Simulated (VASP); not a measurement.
Input of a VASP 6.6.1 run:

INCAR

```
  PREC = Accurate
  ENCUT = 520
  EDIFF = 1E-7
  ISMEAR = -1
  SIGMA = 0.05
  LREAL = F
  LASPH = T
  NELM = 100
  ALGO = Normal
  ISIF = 2
  LWAVE = F
  LCHARG = F
  GGA = PE
  NBANDS = 17
```

Contents of KPOINTS:

```
regular mesh
0
Gamma
  13 13 7
```

POSCAR

```
Hf
1.0
    3.1966985242      0.0319669852      0.0319669852
   -1.5706650408      2.7524386376      0.0117007287
    0.0505780000      0.0505780000      5.0578000000
Hf
2
Direct
    0.3333333333      0.6666666667      0.2500000000
    0.6666666667      0.3333333333      0.7500000000
```

Potentials or basis: VASP PAW PBE potentials, release 64 (Hf_pv).

Launch:

```sh
$ cat potpaw_PBE.64/Hf_pv/POTCAR > POTCAR
$ mpirun -np 1 vasp_std > vasp.out
```

Task: Predict the band gap on the k mesh.

Result: Zero (bands 10 and 11 overlap by 1.49 eV).

Task: Predict the pressure.

Result: 0.4 GPa.

Forces in eV/Å, atoms in the order of the input:
```
Hf  -0.050  0.001  0.007
Hf   0.050 -0.001 -0.007
```

Caveat: the cell differs from its parent crystal (equal xy, yz and zx shear strains of +2 %); spin-orbit coupling is left out, which moves the levels of the heavy elements.
